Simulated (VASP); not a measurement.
ZnS (Wurtzite-4H):

```
CELL_PARAMETERS angstrom
3.74466 0.00000 0.00000
-1.87233 3.24297 0.00000
0.00000 0.00000 12.26442
ATOMIC_POSITIONS crystal
Zn 0.66667 0.33333 0.75000
Zn 0.33333 0.66667 0.25000
Zn 0.00000 0.00000 0.50000
Zn 0.00000 0.00000 0.00000
S 0.66667 0.33333 0.93750
S 0.33333 0.66667 0.43750
S 0.00000 0.00000 0.68750
S 0.00000 0.00000 0.18750
```

Base run:

* Program: VASP 6.6.1
* Functional: SVWN5
* Potentials or basis: VASP PAW PBE potentials, release 64 (Zn, S)
* Cutoff: 520 eV
* k mesh: 8 × 8 × 3
* Occupations: fermi-dirac, width 0.05 eV
* Spin: no spin polarisation

Its results: band gap on the k mesh 2.17 eV, direct; pressure 0.1 GPa; largest force 0.056 eV/Å.

Problem. The run is repeated on the same cell with these changes: functional from SVWN5 to r2SCAN. What comes out?

Solution. Band gap on the k mesh 2.99 eV, direct; pressure 4.4 GPa; largest force 0.070 eV/Å.

r2SCAN gives the wider gap, since meta-GGAs in the generalised Kohn-Sham scheme recover part of the derivative discontinuity.

Caveats: the PAW data sets were made with another functional, which shifts forces and pressure a little.

A k mesh can miss the band edges.
